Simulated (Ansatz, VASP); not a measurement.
# Two plane-wave programs on Yb

```xyz
1
Lattice="0.0000 2.7742 2.0371 2.7742 0.0000 2.0371 2.7742 2.7742 0.0000" Properties=species:S:1:pos:R:3 pbc="T T T"
Yb    0.0000    0.0000    0.0000
```

Alike in both runs: task single point; functional PBE; k mesh 16 × 16 × 16; occupations gaussian, width 0.15 eV; no spin polarisation.

|  | VASP | Ansatz |
| --- | --- | --- |
| version | VASP 6.6.1 | Ansatz 0.2.0 |
| potentials or method | VASP PAW PBE potentials, release 64 (Yb), cutoff 520 eV | scalar-relativistic, plane waves, PAW |
| valence electrons in the cell | 24 | 24 |

VASP gave:

```
gap on the k mesh at the Fermi level (eV)                     : none
pressure (GPa)                                                : 3.3
traceless stress, the component that is largest in VASP (GPa) : -0.32
```

Task: Which values does Ansatz return?

Result: gap on the k mesh at the Fermi level (eV): none; pressure (GPa): 2.4; traceless stress, the component that is largest in VASP (GPa): -0.31.

A gap of «none» marks a metal or a gap that the smearing closes. With one functional, cell and mesh, what is left measures potentials, basis and numerics.

Spin-orbit coupling is off throughout.
